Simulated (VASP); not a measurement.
Write the native input for VASP 6.6.1 that does the following.

* Task: single point
* Functional: PBEsol
* Potentials or basis: VASP PAW PBE potentials, release 64 (Ca_sv)
* Cutoff: 520 eV
* k mesh: 9 × 9 × 9
* Occupations: fermi-dirac, width 0.05 eV
* Spin: no spin polarisation
* Dipole correction: no
* Further INCAR settings: ALGO = Fast; EDIFF = 1e-06; NBANDS = 11

The structure of Ca lies in POSCAR:

```
Ca
1.0
   -1.9304563425      1.9325990027      2.7203233109
    1.9304563425     -1.9325990027      2.7203233109
    1.9304563425      1.9325990027     -2.7203233109
Ca
1
Direct
    0.5000000000      0.5000000000      0.0000000000
```

The input as run:

INCAR

```
PREC = Accurate ; ENCUT = 520
EDIFF = 1E-6 ; ISMEAR = -1
SIGMA = 0.05 ; LREAL = False
LASPH = True ; NELM = 100
ALGO = Fast ; ISIF = 2
LWAVE = False ; LCHARG = False
GGA = PS ; NBANDS = 11
```

KPOINTS

```
Automatic mesh
0
Gamma
  9 9 9
```

Potentials or basis: VASP PAW PBE potentials, release 64 (Ca_sv).

Command:

```sh
$ cat potpaw_PBE.64/Ca_sv/POTCAR > POTCAR
$ mpirun -np 1 vasp_std > vasp.out
```

Results of the run:

```json
{
 "Pressure": "0.0 GPa",
 "Band gap on the k mesh": "zero (bands 5 and 6 overlap by 0.08 eV)"
}
```

Caveat: the PAW data sets were made with another functional, which shifts forces and pressure a little.

Wall time 90 s on 1 thread of Intel(R) Xeon(R) Platinum 8259CL CPU @ 2.50GHz (Skylake/Cascade Lake) (shared host), peak memory 0.2 GiB.
